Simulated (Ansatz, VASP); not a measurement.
Two plane-wave programs on Sc

```xyz
1
Lattice="0.0000 2.1570 2.1570 2.1570 0.0000 2.1570 2.1570 2.1570 0.0000" Properties=species:S:1:pos:R:3 pbc="T T T"
Sc    0.0000    0.0000    0.0000
```

Change from the starting cell: strain -0.050 along x and y, -0.050 along z, atoms carried along.

Alike in both runs: task single point; functional PBEsol; k mesh 18 × 18 × 18; occupations gaussian, width 0.15 eV; no spin polarisation.

|  | VASP | Ansatz |
| --- | --- | --- |
| version | VASP 6.6.1 | Ansatz 0.2.0 |
| potentials or method | VASP PAW PBE potentials, release 64 (Sc_sv), cutoff 520 eV | scalar-relativistic, plane waves, PAW |
| valence electrons in the cell | 11 | 11 |

|  | VASP | Ansatz | Ansatz less VASP |
| --- | --- | --- | --- |
| gap on the k mesh at the Fermi level (eV) | none | none | - |
| pressure (GPa) | 11.3 | 11.2 | -0.04 |

VASP's potentials were made for PBE, not for PBEsol. A gap of «none» marks a metal or a gap that the smearing closes.
